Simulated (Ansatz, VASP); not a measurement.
This is a calculation of CdSe for Ansatz 0.2.0.

File input.yaml:

```yaml
crystal:
  lattice:
    - [4.3, 0.0, 0.0]
    - [-2.15, 3.7239092363, 0.0]
    - [0.0, 0.0, 7.02]
  atoms:
    - { symbol: Cd, position: [0.6666666667, 0.3333333333, 0.5] }
    - { symbol: Cd, position: [0.3333333333, 0.6666666667, 0.0] }
    - { symbol: Se, position: [0.6666666667, 0.3333333333, 0.885] }
    - { symbol: Se, position: [0.3333333333, 0.6666666667, 0.385] }
hamiltonian:
  xc: pbe
  pseudopotentials: { kind: paw }
kpoints:
  mp_grid: { grid: [7, 7, 4] }
scf:
  occupations: { method: fermi_dirac, width: 0.05 }
output:
  forces: true
  stress: true
relax:
  f_tol: 0.01
  max_steps: 40
  cell: { stress_tol: 0.05 }
```

Potentials or basis: Ansatz PAW.

Launch:

```bash
$ ansatz run input.yaml --threads 2 --pin off --max-ram 5632MiB --backend cpu --events-out ev --progress --plain --runs-dir out
```

Question: Translate it to VASP 6.6.1. Potentials there: VASP PAW PBE potentials, release 64 (Cd, Se).

Answer: As run (the cutoff follows the program's own potentials):

INCAR

```
SYSTEM = CdSe
PREC = Accurate
ENCUT = 600
EDIFF = 1E-7
ISMEAR = -1
SIGMA = 0.05
LREAL = .FALSE.
LASPH = .TRUE.
NELM = 60
ALGO = Normal
ISIF = 3
LWAVE = .FALSE.
LCHARG = .FALSE.
GGA = PE
IBRION = 2
NSW = 60
EDIFFG = -0.01
```

KPOINTS

```
Automatic mesh
0
G
  7 7 4
  0 0 0
```

The input POSCAR:

```
CdSe
1.0
    4.3000000000      0.0000000000      0.0000000000
   -2.1500000000      3.7239092363      0.0000000000
    0.0000000000      0.0000000000      7.0200000000
Cd Se
2 2
Direct
    0.6666666667      0.3333333333      0.5000000000
    0.3333333333      0.6666666667      0.0000000000
    0.6666666667      0.3333333333      0.8850000000
    0.3333333333      0.6666666667      0.3850000000
```

Potentials or basis: VASP PAW PBE potentials, release 64 (Cd, Se).

Command:

```sh
$ cat potpaw_PBE.64/Cd/POTCAR potpaw_PBE.64/Se/POTCAR > POTCAR
$ mpirun -np 1 vasp_std > vasp.out
```

Both were run:

|  | VASP | Ansatz | Ansatz less VASP |
| --- | --- | --- | --- |
| relaxed volume (Å³/atom) | 29.93 | 29.76 | -0.172 |
| relaxed length of the cell vector where the two differ most in proportion (Å) | 7.169 | 7.155 | -0.0142 |

VASP's potentials hold 36 valence electrons a cell and Ansatz's 72, so a difference there can come from the potentials and not from the codes.

Noted on Ansatz's run: odd divisions of the mesh miss points on the zone boundary, where band edges often lie, so the gap on the mesh can be too wide; the plane-wave basis is chosen anew once the cell has moved, so the energies of steps on either side of that aren't comparable.
